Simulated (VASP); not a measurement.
Here is a VASP 6.6.1 calculation.

INCAR

```
SYSTEM = MgGe2
PREC = Accurate
ENCUT = 520
EDIFF = 1E-6
ISMEAR = -1
SIGMA = 0.05
LREAL = .FALSE.
LASPH = .TRUE.
NELM = 100
ALGO = Normal
ISIF = 2
LWAVE = .FALSE.
LCHARG = .FALSE.
GGA = PE
NBANDS = 39
```

The input KPOINTS:

```
Automatic mesh
0
G
  8 8 5
  0 0 0
```

Contents of POSCAR:

```
MgGe2
1.0
    5.4087700055     -1.8120834449      0.0000000000
    5.4087700055      1.8120834449      0.0000000000
   -3.1519407531      0.0000000000      5.8851319547
Ge Mg
4 2
Direct
    0.5292340000      0.5292340000      0.2936210000
    0.4707660000      0.4707660000      0.7063790000
    0.8803900000      0.8803900000      0.9854400000
    0.1196100000      0.1196100000      0.0145600000
    0.8152860000      0.8152860000      0.3492530000
    0.1847140000      0.1847140000      0.6507470000
```

Potentials or basis: VASP PAW PBE potentials, release 64 (Ge_d, Mg).

Run with:

```console
$ cat potpaw_PBE.64/Ge_d/POTCAR potpaw_PBE.64/Mg/POTCAR > POTCAR
$ mpirun -np 1 vasp_std > vasp.out
```

Predict the band gap on the k mesh.

zero (bands 30 and 31 overlap by 1.96 eV).

Estimate the largest force.

0.300 eV/Å.

Predict the pressure.

3.3 GPa.

Stress tensor (GPa, compression positive):
```
3.25 0.00 0.00
0.00 3.84 0.00
0.00 0.00 2.84
```

Caveat: the cell stands under pressure.
